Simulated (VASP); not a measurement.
# Li2YCo3 (P6/mmm) in VASP: further runs

Aim: see how the results for Li2YCo3 move with the level of theory and the settings. Levels: revPBE, r2SCAN. Tasks: single point.

Everything below comes from runs of VASP 6.6.1. Logs are shortened: lines on timing, memory, paths and dates and some standing lists are left out, and cuts for length are marked.

### Step 1. The cell of the first run

It takes space group P6/mmm (No. 191, hexagonal). Conventional cell: a = 4.949 Å, b = 4.949 Å, c = 4.094 Å, α = 90.00°, β = 90.00°, γ = 120.00°. Co (site symmetry mmm) has 4 Co at 2.47 Å and 4 Li at 2.50 Å and 4 Y at 3.21 Å within 3.3 Å. Y (site symmetry 6/mmm) has 6 Li at 2.86 Å and 12 Co at 3.21 Å within 3.8 Å. Within 3.3 Å of Li (site symmetry -6m2) lie 6 Co at 2.50 Å and 3 Li at 2.86 Å and 3 Y at 2.86 Å.

### Step 2. Single point, revPBE, collinear spin, ferrimagnetic start

File INCAR:

```
PREC = Accurate
ENCUT = 520
EDIFF = 1E-6
ISMEAR = 1
SIGMA = 0.1629
LREAL = F
LASPH = T
NELM = 150
ALGO = Normal
ISIF = 2
LWAVE = F
LCHARG = F
ISPIN = 2
MAGMOM = 1.5 1.5 -1.5 0.4 0 0
LORBIT = 11
LMAXMIX = 4
GGA = RE
NBANDS = 35
```

File KPOINTS:

```
regular mesh
0
Gamma
  4 4 6
```

File POSCAR:

```
Li2YCo3
1.0
    2.4745978691      4.2861692915      0.0000000000
   -2.4747043995      4.2862307969      0.0000000000
    0.0000000000      0.0000000000      4.0944360209
Co Y Li
3 1 2
Direct
    0.4999797450      0.5000203137      0.5000000000
    0.4999817994      0.0000163294      0.5000000000
   -0.0000162672      0.5000182029      0.5000000000
   -0.0000145702      0.0000142691      0.0000000000
    0.3333140483      0.3333530798      0.0000000000
    0.6666552447      0.6666778051      0.0000000000
```

Potentials or basis: VASP PAW PBE potentials, release 64 (Co, Y_sv, Li_sv).

On the command line:

```console
$ cat potpaw_PBE.64/Co/POTCAR potpaw_PBE.64/Y_sv/POTCAR potpaw_PBE.64/Li_sv/POTCAR > POTCAR
$ mpirun -np 1 vasp_std > vasp.out
```

OUTCAR:

```text
PREC = Accurate
   ENCUT = 520
   EDIFF = 1E-6
   ISMEAR = 1
   LREAL = F
   LASPH = T
   NELM = 150
   ISIF = 2
   ISPIN = 2
   LORBIT = 11
   GGA = RE

 ion  position               nearest neighbor table
   1  0.500  0.500  0.500-   3 2.47   3 2.47   2 2.47   2 2.47   5 2.50   5 2.50   6 2.50   6 2.50
                             4 3.21   4 3.21   4 3.21   4 3.21
   2  0.500  0.000  0.500-   3 2.47   3 2.47   1 2.47   1 2.47   5 2.50   5 2.50   6 2.50   6 2.50
                             4 3.21   4 3.21   4 3.21   4 3.21
   3  1.000  0.500  0.500-   1 2.47   1 2.47   2 2.47   2 2.47   6 2.50   6 2.50   5 2.50   5 2.50
                             4 3.21   4 3.21   4 3.21   4 3.21
   4  1.000  0.000  0.000-   6 2.86   6 2.86   5 2.86   5 2.86   5 2.86   6 2.86   2 3.21   2 3.21
                             1 3.21   1 3.21   2 3.21   2 3.21   3 3.21   3 3.21   1 3.21   1 3.21
   5  0.333  0.333  0.000-   3 2.50   3 2.50   1 2.50   1 2.50   2 2.50   2 2.50   4 2.86   4 2.86
                             4 2.86
   6  0.667  0.667  0.000-   3 2.50   3 2.50   1 2.50   1 2.50   2 2.50   2 2.50   4 2.86   4 2.86
                             4 2.86

  LATTYP: Found a base centered orthorhombic cell.
 ALAT       =     4.9492304260
 B/A-ratio  =     1.7320924236
 C/A-ratio  =     0.8272874101

  Lattice vectors:

 A1 = (   4.9493022686,  -0.0000615054,   0.0000000000)
 A2 = (  -2.4747043995,   4.2862307969,   0.0000000000)
 A3 = (   0.0000000000,   0.0000000000,   4.0944360209)

Analysis of symmetry for initial positions (statically):
=====================================================================
 Subroutine PRICEL returns:
 Original cell was already a primitive cell.

 Routine SETGRP: Setting up the symmetry group for a
 base centered orthorhombic supercell.

 Subroutine GETGRP returns: Found  6 space group operations
 (whereof  2 operations were pure point group operations)
 out of a pool of  8 trial point group operations.

The static configuration has the point symmetry C_1h.
 The point group associated with its full space group is C_3v.

Analysis of symmetry for dynamics (positions and initial velocities):
=====================================================================
 Subroutine PRICEL returns:
 Original cell was already a primitive cell.

 Routine SETGRP: Setting up the symmetry group for a
 base centered orthorhombic supercell.

 Subroutine GETGRP returns: Found  6 space group operations
 (whereof  2 operations were pure point group operations)
 out of a pool of  8 trial point group operations.

The dynamic configuration has the point symmetry C_1h.
 The point group associated with its full space group is C_3v.

Analysis of structural, dynamic, and magnetic symmetry:
=====================================================================
 Subroutine PRICEL returns:
 Original cell was already a primitive cell.

 Routine SETGRP: Setting up the symmetry group for a
 base centered orthorhombic supercell.

 Subroutine GETGRP returns: Found  2 space group operations
 (whereof  2 operations were pure point group operations)
 out of a pool of  8 trial point group operations.

The overall configuration has the point symmetry C_1h.

 Subroutine INISYM returns: Found  2 space group operations
 (whereof  2 operations are pure point group operations),
 and found     1 'primitive' translations

----------------------------------------------------------------------------------------

                                     Primitive cell

  volume of cell :      86.8581

  direct lattice vectors                    reciprocal lattice vectors
     2.474597869  4.286169292  0.000000000     0.202050132  0.116655956  0.000000000
    -2.474704400  4.286230797  0.000000000    -0.202047232  0.116650934  0.000000000
     0.000000000  0.000000000  4.094436021     0.000000000  0.000000000  0.244233881

  length of vectors
[... 52 lines left out ...]
  0.000000  0.250000  0.000000      2.000000
[... 16 lines left out ...]
  0.250000  0.250000 -0.333333      4.000000
  0.500000  0.000000  0.333333      2.000000
 [... further k-points ...]
   k-points           NKPTS =     40   k-points in BZ     NKDIM =     40   number of bands    NBANDS=     35
   number of dos      NEDOS =    301   number of ions     NIONS =      6
   total plane-waves  NPLWV =  48000
   dimension x,y,z NGX =    40 NGY =   40 NGZ =   30
   dimension x,y,z NGXF=    80 NGYF=   80 NGZF=   60
   ions per type =               3   1   2
   NGX,Y,Z   is equivalent  to a cutoff of  13.44, 13.44, 12.18 a.u.
   NGXF,Y,Z  is equivalent  to a cutoff of  26.87, 26.87, 24.36 a.u.
 SYSTEM =  unknown system
   PREC   = accura    normal or accurate (medium, high low for compatibility)
   ISTART =      0    job   : 0-new  1-cont  2-samecut
   ICHARG =      2    charge: 1-file 2-atom 10-const
   ISPIN  =      2    spin polarized calculation?
   LNONCOLLINEAR =      F non collinear calculations
   LSORBIT =      F    spin-orbit coupling
   LASPH  =      T    aspherical Exc in radial PAW
   ENCUT  =  520.0 eV  38.22 Ry    6.18 a.u.   9.20  9.20  7.61*2*pi/ulx,y,z
   NELM   =    150;   NELMIN=  2; NELMDL= -5     # of ELM steps
   EDIFF  = 0.1E-05   stopping-criterion for ELM
   LREAL  =      F    real-space projection
   EDIFFG = 0.1E-04   stopping-criterion for IOM
   NSW    =      0    number of steps for IOM
   IBRION =     -1    ionic relax: 0-MD 1-quasi-New 2-CG
   NFREE  =      0    steps in history (QN), initial steepest desc. (CG)
   ISIF   =      2    stress and relaxation
   ISYM   =      2    0-nonsym 1-usesym 2-fastsym
   POTIM  = 0.5000    time-step for ionic-motion
   TEBEG  =    0.0;   TEEND  =   0.0 temperature during run
   PSTRESS=    0.0 pullay stress
   NELECT =      44.0000    total number of electrons
   NUPDOWN=      -1.0000    fix difference up-down
   EMIN   =  10.00;   EMAX   =-10.00  energy-range for DOS
   EFERMI =   0.00;   METHOD = LEGACY
   ISMEAR =     1;   SIGMA  =   0.16  broadening in eV -4-tet -1-fermi 0-gaus
   EFERMI_NEDOS =   21; number of points for ismear=-14 and -15
   IALGO  =     38    algorithm
   IMIX   =      4    mixing-type and parameters
     AMIX     =   0.40;   BMIX     =  1.00
     AMIX_MAG =   1.60;   BMIX_MAG =  1.00
  volume/ion in A,a.u.               =      14.48        97.69
  Fermi-wavevector in a.u.,A,eV,Ry     =   1.305035  2.466159 23.172311  1.703117
  Thomas-Fermi vector in A             =   2.435931
   LORBIT       =     11    0 simple, 1 ext, 2 COOP (PROOUT), +10 PAW based schemes
   GGA     = RE    functional components
   LHFCALC =     F    Hartree Fock is set to
   AEXX    =    0.0000 exact exchange contribution
   IVDW    =     0    specifies the selected vdW correction
   LEPSILON=     F    determine dielectric tensor
   LRPA    =     F    only Hartree local field effects (RPA)
 spin polarized calculation
 Methfessel and Paxton  Order N= 1 SIGMA  =   0.16
  energy-cutoff  :      520.00
  volume of cell :       86.86
 maximum number of plane-waves:      2350
 NGX is ok and might be reduce to    40
   NGX = 19   NGY = 19   NGZ = 15

 number of electron      44.0000013 magnetization       3.1948417

 Free energy of the ion-electron system (eV)
  ---------------------------------------------------
  ext. energy  EPLUGINS =         0.00000000
  ---------------------------------------------------
  free energy    TOTEN  =       -29.14481633 eV

  energy without entropy =      -29.14619329  energy(sigma->0) =      -29.14527531

 E-fermi :   5.5338     XC(G=0): -10.7296

 val. band max:        5.4925433398   @ k =   0.2500   0.0000   0.1667
 cond. band min:       5.5422031722   @ k =   0.2500   0.2500  -0.3333
 fundamental gap:      0.0496598324
 Fermi energy:         5.5338386076

 spin component 1

 k-point     1 :       0.0000    0.0000    0.0000
  band No.  band energies     occupation
      1     -39.6129      1.00000
      2     -39.5885      1.00000
      3     -37.0193      1.00000
      4     -17.0444      1.00000
      5     -17.0444      1.00000
      6     -16.8574      1.00000
[... 877 lines left out ...]
     33      13.2795      0.00000
     34      14.7780      0.00000

 [... further k-points ...]

 spin component 2

 k-point     1 :       0.0000    0.0000    0.0000
  band No.  band energies     occupation
      1     -39.6609      1.00000
      2     -39.6356      1.00000
      3     -37.1618      1.00000
      4     -17.2266      1.00000
      5     -17.2266      1.00000
      6     -17.0408      1.00000
[... 877 lines left out ...]
     33      13.2917      0.00000
     34      14.6820      0.00000

 [... further k-points ...]

 [bands above 34 left out]

------------------------ aborting loop because EDIFF is reached ----------------------------------------

  FORCE on cell =-STRESS in cart. coord.  units (eV):
  Direction    XX          YY          ZZ          XY          YZ          ZX
  --------------------------------------------------------------------------------------
  -------------------------------------------------------------------------------------
  Total        0.0231253      0.0236950     -0.1182799      0.0004597      0.0000000      0.0000000
  in kB        0.4265664      0.4370765     -2.1817802      0.0084803      0.0000000      0.0000000
  external PRESSURE =      -0.4393791 kB  Pullay stress =       0.0000000 kB

 VOLUME and BASIS-vectors are now :
 -----------------------------------------------------------------------------
  energy-cutoff  :      520.00
  volume of cell :       86.86
      direct lattice vectors                 reciprocal lattice vectors
     2.474597869  4.286169292  0.000000000     0.202050132  0.116655956  0.000000000
    -2.474704400  4.286230797  0.000000000    -0.202047232  0.116650934  0.000000000
     0.000000000  0.000000000  4.094436021     0.000000000  0.000000000  0.244233881

 POSITION                                       TOTAL-FORCE (eV/Angst)
 -----------------------------------------------------------------------------------
     -0.00015      4.28620      2.04722         0.000054      0.000001      0.000000
      1.23721      2.14308      2.04722        -0.000009      0.000034      0.000000
      1.23716      6.42929      2.04722        -0.000010     -0.000036      0.000000
      2.47453      4.28617      0.00000        -0.000049      0.000010      0.000000
     -0.00013      2.85747      0.00000         0.000201      0.000026      0.000000
     -0.00013      5.71493      0.00000        -0.000186     -0.000034      0.000000
 -----------------------------------------------------------------------------------
    total drift:                               -0.000004      0.000002     -0.000000

  FREE ENERGIE OF THE ION-ELECTRON SYSTEM (eV)
  ---------------------------------------------------
  free  energy   TOTEN  =       -29.1448163278 eV

  energy  without entropy=      -29.1461932891  energy(sigma->0) =      -29.14527531

 total charge

# of ion       s       p       d       f       tot
--------------------------------------------------
    1        0.504   0.363   7.238   0.000   8.104
    2        0.504   0.363   7.238   0.000   8.104
    3        0.504   0.363   7.238   0.000   8.104
    4        2.234   6.308   0.896   0.025   9.463
    5        2.059   0.101   0.000   0.000   2.160
    6        2.059   0.101   0.000   0.000   2.160
--------------------------------------------------
tot          7.863   7.600  22.609   0.025  38.097

 magnetization (x)

# of ion       s       p       d       f       tot
--------------------------------------------------
    1        0.003  -0.044   1.425   0.000   1.384
    2        0.003  -0.044   1.425   0.000   1.384
    3        0.003  -0.044   1.425   0.000   1.384
    4       -0.011  -0.092  -0.266  -0.004  -0.372
    5       -0.008  -0.022   0.000   0.000  -0.030
    6       -0.008  -0.022   0.000   0.000  -0.030
--------------------------------------------------
tot         -0.019  -0.268   4.009  -0.004   3.718
```

Run time: 10 min. Hardware: 1 thread of Intel Xeon 8259CL, shared host; peak memory 0.39 GiB.

What came out:

```yaml
Free_energy: -29.1448 eV
Net_moment: 3.19 μB per cell
Site_moments: Co +1.38; Y -0.37; Li -0.03 μB
Valence_electrons_inside_the_program's_atomic_spheres: Co 8.10; Y 9.46; Li 2.16
```

Levels at points of the mesh, in eV from the Fermi level:
Spin up:
```csv
k point,band 22,band 23,band 24,band 25,band 26,band 27
"(0.00, 0.00, 0.00)",-0.06,1.27,1.35,1.35,1.44,1.98
"(0.50, 0.00, 0.00)",-1.17,-1.14,0.21,1.30,1.59,1.92
"(0.50, 0.50, 0.00)",-1.17,-1.14,0.21,1.30,1.59,1.92
"(0.00, 0.50, 0.00)",-1.17,-1.14,0.21,1.30,1.59,1.92
"(0.00, 0.00, 0.50)",-1.09,-0.12,-0.12,-0.06,0.45,0.45
"(0.50, 0.00, 0.50)",-1.20,-1.17,-0.27,0.02,1.30,2.00
"(0.50, 0.50, 0.50)",-1.20,-1.17,-0.27,0.02,1.30,2.00
"(0.00, 0.50, 0.50)",-1.20,-1.17,-0.27,0.02,1.30,2.00
```
Spin down:
```csv
k point,band 19,band 20,band 21,band 22,band 23,band 24
"(0.00, 0.00, 0.00)",0.49,0.68,0.68,1.00,1.31,1.32
"(0.50, 0.00, 0.00)",-0.74,-0.64,-0.21,0.50,0.58,0.63
"(0.50, 0.50, 0.00)",-0.74,-0.64,-0.21,0.50,0.58,0.63
"(0.00, 0.50, 0.00)",-0.74,-0.64,-0.21,0.50,0.58,0.63
"(0.00, 0.00, 0.50)",-0.19,0.12,0.12,0.28,0.53,0.53
"(0.50, 0.00, 0.50)",-0.59,-0.53,-0.28,0.38,0.49,0.52
"(0.50, 0.50, 0.50)",-0.59,-0.53,-0.28,0.38,0.49,0.52
"(0.00, 0.50, 0.50)",-0.59,-0.53,-0.28,0.38,0.49,0.52
```

Caveat: the k points lie up to 0.37 Å⁻¹ apart; the cutoff is under 1.25 times the usual one of these potentials, so pressure, stress and relaxed cells hold a basis-set (Pulay) error; the PAW data sets were made with another functional, which shifts forces and pressure a little.

### Step 3. Single point, r2SCAN, collinear spin, ferrimagnetic start

This run uses another cell than the first one, of 14.11 Å³/atom.

File POSCAR:

```
Li2YCo3
1.0
    2.4405782568      4.2272057109      0.0000000000
   -2.4405782568      4.2272057109      0.0000000000
    0.0000000000      0.0000000000      4.1018861380
Co Y Li
3 1 2
Direct
    0.4999833835      0.5000166165      0.5000000000
    0.4999832544      0.0000168565      0.5000000000
   -0.0000168565      0.5000167456      0.5000000000
   -0.0000157014      0.0000157014      0.0000000000
    0.3333163422      0.3333504222      0.0000000000
    0.6666495778      0.6666836578      0.0000000000
```

File INCAR.step1:

```
PREC = Accurate
ENCUT = 520
ISMEAR = 1
SIGMA = 0.1629
LREAL = False
LASPH = True
NELM = 150
ISPIN = 2
MAGMOM = 1.5 1.5 1.5 -0.4 0 0
LMAXMIX = 4
NBANDS = 35
GGA = PE
ALGO = Normal
EDIFF = 1E-4
LWAVE = True
LCHARG = False
```

File INCAR.step2:

```
PREC = Accurate
ENCUT = 520
EDIFF = 1E-6
ISMEAR = 1
SIGMA = 0.1629
LREAL = False
LASPH = True
NELM = 150
ALGO = Normal
ISIF = 2
LWAVE = False
LCHARG = False
ISPIN = 2
MAGMOM = 1.5 1.5 1.5 -0.4 0 0
LORBIT = 11
LMAXMIX = 4
METAGGA = R2SCAN
LMIXTAU = True
NBANDS = 35
ISTART = 1
```

File KPOINTS:

```
Automatic mesh
0
Gamma
  4 4 6
```

Potentials or basis: VASP PAW PBE potentials, release 64 (Co, Y_sv, Li_sv).

On the command line:

```console
$ cat potpaw_PBE.64/Co/POTCAR potpaw_PBE.64/Y_sv/POTCAR potpaw_PBE.64/Li_sv/POTCAR > POTCAR
$ cp INCAR.step1 INCAR
$ mpirun -np 1 vasp_std > vasp.out
$ cp INCAR.step2 INCAR
$ mpirun -np 1 vasp_std > vasp.out
```

It took 12 min on 1 thread of Intel Xeon 8259CL, shared host; peak memory 0.31 GiB.

It converged, with:

| Item | Value |
| --- | --- |
| Free energy | -63.9749 eV |
| Net moment | 3.25 μB per cell |
| Site moments | Co +1.57; Y -0.52; Li -0.03 μB |
| Valence electrons inside the program's atomic spheres | Co 8.18; Y 9.49; Li 2.11 |

Levels at points of the mesh, in eV from the Fermi level:
Spin up:
```tsv
k point	band 21	band 22	band 23	band 24	band 25	band 26
(0.00, 0.00, 0.00)	-1.61	-0.50	1.15	1.26	1.26	1.58
(0.50, 0.00, 0.00)	-2.40	-1.84	-1.76	0.22	1.23	1.50
(0.00, 0.00, 0.50)	-1.60	-1.60	-0.50	-0.13	-0.12	0.52
(0.50, 0.00, 0.50)	-1.92	-1.83	-1.73	-0.42	-0.02	1.23
```
Spin down:
| k point | band 19 | band 20 | band 21 | band 22 | band 23 | band 24 |
| --- | --- | --- | --- | --- | --- | --- |
| (0.00, 0.00, 0.00) | 1.03 | 1.13 | 1.13 | 1.28 | 1.35 | 1.35 |
| (0.50, 0.00, 0.00) | -0.93 | -0.34 | -0.29 | 0.86 | 1.04 | 1.26 |
| (0.00, 0.00, 0.50) | -0.39 | -0.14 | -0.14 | 0.20 | 0.73 | 1.16 |
| (0.50, 0.00, 0.50) | -0.62 | -0.47 | -0.41 | 0.58 | 0.91 | 0.93 |

Caveat: the k points lie up to 0.37 Å⁻¹ apart; the cutoff is under 1.25 times the usual one of these potentials, so pressure, stress and relaxed cells hold a basis-set (Pulay) error; the PAW data sets were made with another functional, which shifts forces and pressure a little.
